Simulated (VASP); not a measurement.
Input of a VASP 6.6.1 run:

File INCAR:

```
  ALGO = Normal
  EDIFF = 1E-6
  ENCUT = 520
  GGA = PE
  ISIF = 2
  ISMEAR = -1
  ISPIN = 2
  LASPH = True
  LCHARG = True
  LELF = True
  LMAXMIX = 4
  LORBIT = 11
  LREAL = False
  LVHAR = True
  LWAVE = False
  MAGMOM = 2 0
  NBANDS = 18
  NELM = 150
  PREC = Accurate
  SIGMA = 0.08
```

Contents of KPOINTS:

```
k-points
0
Gamma
  13 13 13
```

Contents of POSCAR:

```
CoO
1.0
    0.0000000000      2.1237773250      2.1237773250
    2.1237773250      0.0000000000      2.1237773250
    2.1237773250      2.1237773250      0.0000000000
Co O
1 1
Direct
    0.0000000000      0.0000000000      0.0000000000
    0.5000000000      0.5000000000      0.5000000000
```

Potentials or basis: VASP PAW PBE potentials, release 64 (Co, O).

Command:

```sh
$ cat potpaw_PBE.64/Co/POTCAR potpaw_PBE.64/O/POTCAR > POTCAR
$ mpirun -np 1 vasp_std > vasp.out
```

Question: Estimate the site moments.

Answer: Co +2.51; O +0.28 μB.

Question: What does it give for the pressure?

Answer: -0.5 GPa.

Question: What does it give for the net moment?

Answer: 2.84 μB per cell.

Caveat: a cell with one magnetic atom can't hold antiferromagnetic order, which such compounds often take.
